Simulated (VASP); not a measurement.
Runs of VASP 6.6.1 on C. The structure is that of space group Fd-3m (No. 227), or close to it. The cells are those of the table. 

| level | cell | k mesh | cutoff (eV) | gap on the mesh (eV) | pressure (GPa) |
| --- | --- | --- | --- | --- | --- |
| PBE | a = 2.522 Å, angles 60.0°, 2 atoms | 10 × 10 × 10 | 600 | (c) | 1.8 |
| r2SCAN | a = 2.517 Å, angles 60.0°, 2 atoms | 12 × 12 × 12 | 520 | 4.36 | (d) |
| r2SCAN | a = 2.448 Å, angles 60.0°, 2 atoms | 12 × 12 × 12 | 520 | 4.56 | 45.3 |
| PBE | a = 2.525 Å, angles 60.0°, 2 atoms | 10 × 10 × 10 | 600 | 4.16 | 0.0 |
| r2SCAN | a = 2.483 Å, angles 60.0°, 2 atoms | 12 × 12 × 12 | 520 | 4.45 | 21.2 |
| r2SCAN | a = 2.525 Å, angles 60.0°, 2 atoms | 12 × 12 × 12 | 660 | 4.33 | -4.1 |
| r2SCAN | a = 2.502 Å, angles 60.0°, 2 atoms | 12 × 12 × 12 | 660 | (a) | 9.0 |
| r2SCAN | a = 2.412 Å, angles 60.0°, 2 atoms | 12 × 12 × 12 | 520 | 4.67 | (b) |

Alike in all rows: task single point; potentials or basis VASP PAW PBE potentials, release 64 (C); no spin polarisation; smearing gaussian 0.05 eV.

Task: Estimate the missing entries.

Result: (a) 4.40; (b) 74.4; (c) 4.17; (d) 1.1.

Caveats: the PAW data sets were made with another functional, which shifts forces and pressure a little (some runs).

A k mesh can miss the band edges.
